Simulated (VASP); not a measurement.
A run of VASP 6.6.1:

Contents of INCAR:

```
  PREC = Accurate
  ENCUT = 520
  EDIFF = 1E-8
  ISMEAR = -1
  SIGMA = 0.1
  LREAL = F
  LASPH = T
  NELM = 60
  ALGO = Normal
  ISIF = 2
  LWAVE = F
  LCHARG = T
  GGA = PE
  IBRION = 8
  NSW = 1
```

The input KPOINTS:

```
regular mesh
0
Gamma
  4 4 4
```

File POSCAR:

```
Hg
1.0
    3.1099200000      0.0000000000      0.0000000000
    0.0000000000      3.1099200000      0.0000000000
    0.0000000000      0.0000000000      3.1099200000
Hg
1
Direct
    0.0000000000      0.0000000000      0.0000000000
```

Potentials or basis: VASP PAW PBE potentials, release 64 (Hg).

The run is started by

```console
$ cat potpaw_PBE.64/Hg/POTCAR > POTCAR
$ mpirun -np 1 vasp_std > vasp.out
```

Hardware: 1 thread of AMD EPYC 7R13, with other jobs on the host.

Problem. How long does it take, and how much memory?

Solution. It took 26 s on 1 thread of AMD EPYC 7R13 (shared host), peak memory 0.12 GiB. Counts: scf iterations 26, k points 10.
